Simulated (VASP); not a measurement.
# W (Im-3m) in VASP: further runs

Runs on W. Level: PBE+D3(BJ). Tasks: single point.

All numbers are computed with VASP 6.6.1; they aren't measurements. Logs are shortened: lines on timing, memory, paths and dates and some standing lists are left out, and cuts for length are marked.

## 1. The cell of the first run

It takes space group Im-3m (No. 229, cubic). Conventional cell: a = 3.160 Å, b = 3.160 Å, c = 3.160 Å, α = 90.00°, β = 90.00°, γ = 90.00°. Within 3.6 Å of W (site symmetry m-3m) lie 14 W at 2.74 to 3.16 Å.

## 2. Single point, PBE+D3(BJ)

Contents of INCAR:

```
ALGO = Normal
EDIFF = 1E-7
ENCUT = 520
GGA = PE
ISIF = 2
ISMEAR = 0
IVDW = 12
LASPH = T
LCHARG = T
LELF = T
LREAL = F
LVHAR = T
LWAVE = F
NBANDS = 13
NELM = 80
PREC = Accurate
SIGMA = 0.1
```

Contents of KPOINTS:

```
k-points
0
Gamma
  8 8 8
```

Contents of POSCAR:

```
W
1.0
   -1.5802495554      1.5802495554      1.5802495554
    1.5802495554     -1.5802495554      1.5802495554
    1.5802495554      1.5802495554     -1.5802495554
W
1
Direct
    0.0000000000      0.0000000000      0.0000000000
```

Potentials or basis: VASP PAW PBE potentials, release 64 (W_sv).

The run is started by

```sh
$ cat potpaw_PBE.64/W_sv/POTCAR > POTCAR
$ mpirun -np 1 vasp_std > vasp.out
```

OUTCAR:

```text
EDIFF = 1E-7
   ENCUT = 520
   GGA = PE
   ISIF = 2
   ISMEAR = 0
   IVDW = 12
   LASPH = T
   LREAL = F
   NELM = 80
   PREC = Accurate
 IVDW          = 12

 ion  position               nearest neighbor table
   1  0.000  0.000  0.000-

  LATTYP: Found a body centered cubic cell.
 ALAT       =     3.1604991108

  Lattice vectors:

 A1 = (  -1.5802495554,   1.5802495554,   1.5802495554)
 A2 = (   1.5802495554,  -1.5802495554,   1.5802495554)
 A3 = (   1.5802495554,   1.5802495554,  -1.5802495554)

Analysis of symmetry for initial positions (statically):
=====================================================================
 Subroutine PRICEL returns:
 Original cell was already a primitive cell.

 Routine SETGRP: Setting up the symmetry group for a
 body centered cubic supercell.

 Subroutine GETGRP returns: Found 48 space group operations
 (whereof 48 operations were pure point group operations)
 out of a pool of 48 trial point group operations.

The static configuration has the point symmetry O_h .

Analysis of symmetry for dynamics (positions and initial velocities):
=====================================================================
 Subroutine PRICEL returns:
 Original cell was already a primitive cell.

 Routine SETGRP: Setting up the symmetry group for a
 body centered cubic supercell.

 Subroutine GETGRP returns: Found 48 space group operations
 (whereof 48 operations were pure point group operations)
 out of a pool of 48 trial point group operations.

The dynamic configuration has the point symmetry O_h .

 Subroutine INISYM returns: Found 48 space group operations
 (whereof 48 operations are pure point group operations),
 and found     1 'primitive' translations

----------------------------------------------------------------------------------------

                                     Primitive cell

  volume of cell :      15.7847

  direct lattice vectors                    reciprocal lattice vectors
    -1.580249555  1.580249555  1.580249555     0.000000000  0.316405721  0.316405721
     1.580249555 -1.580249555  1.580249555     0.316405721  0.000000000  0.316405721
     1.580249555  1.580249555 -1.580249555     0.316405721  0.316405721  0.000000000

  length of vectors
     2.737072519  2.737072519  2.737072519     0.447465262  0.447465262  0.447465262

  position of ions in fractional coordinates (direct lattice)
     0.000000000  0.000000000  0.000000000

  ion indices of the primitive-cell ions
   primitive index   ion index
                 1           1

----------------------------------------------------------------------------------------

 KPOINTS: k-points

Automatic generation of k-mesh.
 Grid dimensions read from file:
 generate k-points for:    8    8    8

 Generating k-lattice:

  Cartesian coordinates                     Fractional coordinates (reciprocal lattice)
     0.000000000  0.039550715  0.039550715     0.125000000  0.000000000  0.000000000
     0.039550715  0.000000000  0.039550715     0.000000000  0.125000000  0.000000000
     0.039550715  0.039550715  0.000000000     0.000000000  0.000000000  0.125000000

  Length of vectors
     0.055933158  0.055933158  0.055933158

  Shift w.r.t. Gamma in fractional coordinates (k-lattice)
     0.000000000  0.000000000  0.000000000

 Subroutine IBZKPT returns following result:
 ===========================================

 Found     29 irreducible k-points:

 Following reciprocal coordinates:
            Coordinates               Weight
  0.000000  0.000000  0.000000      1.000000
  0.125000  0.000000  0.000000     12.000000
  0.250000  0.000000  0.000000     12.000000
  0.375000  0.000000  0.000000     12.000000
  0.500000  0.000000  0.000000      6.000000
  0.125000  0.125000  0.000000     24.000000
[... 16 lines left out ...]
 -0.250000  0.250000  0.250000      6.000000
 -0.375000  0.375000  0.250000     24.000000
 [... further k-points ...]
   k-points           NKPTS =     29   k-points in BZ     NKDIM =     29   number of bands    NBANDS=     13
   number of dos      NEDOS =    301   number of ions     NIONS =      1
   total plane-waves  NPLWV =   8000
   dimension x,y,z NGX =    20 NGY =   20 NGZ =   20
   dimension x,y,z NGXF=    40 NGYF=   40 NGZF=   40
   ions per type =               1
   NGX,Y,Z   is equivalent  to a cutoff of  12.15, 12.15, 12.15 a.u.
   NGXF,Y,Z  is equivalent  to a cutoff of  24.30, 24.30, 24.30 a.u.
 SYSTEM =  unknown system
   PREC   = accura    normal or accurate (medium, high low for compatibility)
   ISTART =      0    job   : 0-new  1-cont  2-samecut
   ICHARG =      2    charge: 1-file 2-atom 10-const
   ISPIN  =      1    spin polarized calculation?
   LNONCOLLINEAR =      F non collinear calculations
   LSORBIT =      F    spin-orbit coupling
   LASPH  =      T    aspherical Exc in radial PAW
   ENCUT  =  520.0 eV  38.22 Ry    6.18 a.u.   5.09  5.09  5.09*2*pi/ulx,y,z
   NELM   =     80;   NELMIN=  2; NELMDL= -5     # of ELM steps
   EDIFF  = 0.1E-06   stopping-criterion for ELM
   LREAL  =      F    real-space projection
   EDIFFG = 0.1E-05   stopping-criterion for IOM
   NSW    =      0    number of steps for IOM
   IBRION =     -1    ionic relax: 0-MD 1-quasi-New 2-CG
   NFREE  =      0    steps in history (QN), initial steepest desc. (CG)
   ISIF   =      2    stress and relaxation
   ISYM   =      2    0-nonsym 1-usesym 2-fastsym
   POTIM  = 0.5000    time-step for ionic-motion
   TEBEG  =    0.0;   TEEND  =   0.0 temperature during run
   PSTRESS=    0.0 pullay stress
   NELECT =      14.0000    total number of electrons
   NUPDOWN=      -1.0000    fix difference up-down
   EMIN   =  10.00;   EMAX   =-10.00  energy-range for DOS
   EFERMI =   0.00;   METHOD = LEGACY
   ISMEAR =     0;   SIGMA  =   0.10  broadening in eV -4-tet -1-fermi 0-gaus
   EFERMI_NEDOS =   21; number of points for ismear=-14 and -15
   IALGO  =     38    algorithm
   IMIX   =      4    mixing-type and parameters
     AMIX     =   0.40;   BMIX     =  1.00
     AMIX_MAG =   1.60;   BMIX_MAG =  1.00
  volume/ion in A,a.u.               =      15.78       106.52
  Fermi-wavevector in a.u.,A,eV,Ry     =   1.572915  2.972378 33.661638  2.474061
  Thomas-Fermi vector in A             =   2.674278
   LORBIT       =      0    0 simple, 1 ext, 2 COOP (PROOUT), +10 PAW based schemes
   GGA     = PE    functional components
   LHFCALC =     F    Hartree Fock is set to
   AEXX    =    0.0000 exact exchange contribution
   IVDW    =    12    specifies the selected vdW correction
   LEPSILON=     F    determine dielectric tensor
   LRPA    =     F    only Hartree local field effects (RPA)
 non-spin polarized calculation
 Gauss-broadening in eV      SIGMA  =   0.10
  energy-cutoff  :      520.00
  volume of cell :       15.78
 maximum number of plane-waves:       436
   NGX = 11   NGY = 11   NGZ = 11

 number of electron      14.0000004 magnetization

 Free energy of the ion-electron system (eV)
  ---------------------------------------------------
  ext. energy  EPLUGINS =         0.00000000
  ---------------------------------------------------
  free energy    TOTEN  =       -12.94631827 eV

  energy without entropy =      -12.94631685  energy(sigma->0) =      -12.94631756

 E-fermi :  11.2832     XC(G=0): -13.6646

 val. band max:       10.9989053127   @ k =   0.1250   0.0000   0.0000
 cond. band min:      11.5704811470   @ k =  -0.2500   0.2500   0.1250
 fundamental gap:      0.5715758343
 Fermi energy:        11.2832179478

 k-point     1 :       0.0000    0.0000    0.0000
  band No.  band energies     occupation
      1     -62.6709      2.00000
      2     -26.2265      2.00000
      3     -26.2265      2.00000
      4     -26.2265      2.00000
      5       1.8446      2.00000
      6      10.2717      2.00000
      7      10.2717      2.00000
      8      10.2717      2.00000
      9      13.7778      0.00000
     10      13.7778      0.00000
     11      26.0312      0.00000
     12      26.0312      0.00000
     13      26.0312      0.00000

 k-point     2 :       0.1250    0.0000    0.0000
  band No.  band energies     occupation
      1     -62.6510      2.00000
      2     -26.4317      2.00000
      3     -26.2907      2.00000
      4     -26.2275      2.00000
      5       2.5785      2.00000
      6       9.8409      2.00000
      7      10.1225      2.00000
      8      10.9989      1.99994
      9      13.2317      0.00000
     10      13.7932      0.00000
     11      26.5799      0.00000
     12      27.2888      0.00000
     13      27.6435      0.00000

 k-point     3 :       0.2500    0.0000    0.0000
  band No.  band energies     occupation
      1     -62.6028      2.00000
      2     -26.9058      2.00000
      3     -26.4428      2.00000
      4     -26.2302      2.00000
      5       4.2694      2.00000
      6       8.9480      2.00000
      7       9.6419      2.00000
      8      13.0512      0.00000
      9      13.1491      0.00000
     10      13.9678      0.00000
     11      26.2870      0.00000
     12      28.0986      0.00000
     13      30.6121      0.00000
[... 305 lines left out ...]
 k-point    23 :      -0.2500    0.2500    0.2500
  band No.  band energies     occupation
      1     -62.5433      2.00000
      2     -26.9299      2.00000
      3     -26.6765      2.00000
      4     -26.6765      2.00000
      5       6.2833      2.00000
      6       8.6697      2.00000
      7      10.9711      1.99999
      8      10.9711      1.99999
      9      12.8745      0.00000
     10      15.0263      0.00000
     11      26.0460      0.00000
     12      31.0767      0.00000
     13      31.0767      0.00000

 k-point    24 :      -0.3750    0.3750    0.2500
  band No.  band energies     occupation
      1     -62.5010      2.00000
      2     -27.2024      2.00000
      3     -26.8362      2.00000
      4     -26.7148      2.00000
      5       6.9401      2.00000
      6       7.6604      2.00000
      7      10.9759      1.99999
      8      11.7772      0.00000
      9      15.2584      0.00000
     10      15.9283      0.00000
     11      25.2679      0.00000
     12      27.7798      0.00000
     13      28.9042      0.00000

 [... further k-points ...]

------------------------ aborting loop because EDIFF is reached ----------------------------------------

 Edisp (eV)   -0.69834

 E8    (eV) :    -0.3581

  FORCE on cell =-STRESS in cart. coord.  units (eV):
  Direction    XX          YY          ZZ          XY          YZ          ZX
  --------------------------------------------------------------------------------------
  -------------------------------------------------------------------------------------
  Total       0.06621     0.06621     0.06621    -0.00000    -0.00000     0.00000
  in kB       6.72043     6.72043     6.72043    -0.00000    -0.00000     0.00000
  external pressure =        6.72 kB  Pullay stress =        0.00 kB

 VOLUME and BASIS-vectors are now :
 -----------------------------------------------------------------------------
  energy-cutoff  :      520.00
  volume of cell :       15.78
      direct lattice vectors                 reciprocal lattice vectors
    -1.580249555  1.580249555  1.580249555     0.000000000  0.316405721  0.316405721
     1.580249555 -1.580249555  1.580249555     0.316405721  0.000000000  0.316405721
     1.580249555  1.580249555 -1.580249555     0.316405721  0.316405721  0.000000000

 POSITION                                       TOTAL-FORCE (eV/Angst)
 -----------------------------------------------------------------------------------
      0.00000      0.00000      0.00000        -0.000000      0.000000      0.000000
 -----------------------------------------------------------------------------------
    total drift:                                0.000000     -0.000000      0.000000

  FREE ENERGIE OF THE ION-ELECTRON SYSTEM (eV)
  ---------------------------------------------------
  free  energy   TOTEN  =       -13.6446594397 eV

  energy  without entropy=      -13.6446580246  energy(sigma->0) =      -13.64465873
```

Wall time 11 s (1 thread of Intel Xeon 6975P-C, shared host); peak memory 0.14 GiB.

What came out:

```yaml
Free_energy: -13.6447 eV
Pressure: 0.7 GPa
Band_gap_on_the_k_mesh: zero (band 7 reaches 16.71 eV, above the bottom of band 8 at 10.27 eV)
Dispersion_energy_per_atom: -0.698 eV
```

Caveat: spin-orbit coupling is left out, which moves the levels of the heavy elements; pairwise dispersion overbinds metals, which lowers pressure and volume.

## 3. Single point, PBE+D3(BJ)

This run uses another cell than the first one, of 16.41 Å³/atom, 1.039 times its volume.

Contents of INCAR:

```
SYSTEM = W
ALGO = Normal
EDIFF = 1E-6
ENCUT = 520
GGA = PE
ISIF = 2
ISMEAR = 0
IVDW = 12
LASPH = .True.
LCHARG = .False.
LREAL = .False.
LWAVE = .False.
NBANDS = 13
NELM = 80
PREC = Accurate
SIGMA = 0.1
```

Contents of KPOINTS:

```
k-points
0
Gamma
  8 8 8
  0 0 0
```

Contents of POSCAR:

```
W
1.0
   -1.6007500000      1.6007500000      1.6007500000
    1.6007500000     -1.6007500000      1.6007500000
    1.6007500000      1.6007500000     -1.6007500000
W
1
Direct
    0.0000000000      0.0000000000      0.0000000000
```

Potentials or basis: VASP PAW PBE potentials, release 64 (W_sv).

The run is started by

```sh
$ cat potpaw_PBE.64/W_sv/POTCAR > POTCAR
$ mpirun -np 1 vasp_std > vasp.out
```

Wall time 12 s (1 thread of Intel Xeon 6975P-C, shared host); peak memory 0.15 GiB.

Results (log left out):

- Free energy: -13.6241 eV
- Pressure: -11.0 GPa
- Band gap on the k mesh: zero (band 7 reaches 15.88 eV, above the bottom of band 8 at 9.78 eV)
- Dispersion energy per atom: -0.671 eV

Levels at points of the mesh, in eV from the Fermi level:
```csv
k point,band 4,band 5,band 6,band 7,band 8,band 9,band 10,band 11
"(0.00, 0.00, 0.00)",-37.64,-9.25,-0.97,-0.97,-0.97,2.38,2.38,14.63
"(0.50, 0.00, 0.00)",-37.64,-5.86,-3.20,0.76,2.25,3.19,6.05,10.73
"(0.50, 0.50, 0.50)",-38.45,-5.36,-5.36,5.12,5.12,5.12,8.17,8.17
```

Caveat: spin-orbit coupling is left out, which moves the levels of the heavy elements; pairwise dispersion overbinds metals, which lowers pressure and volume.
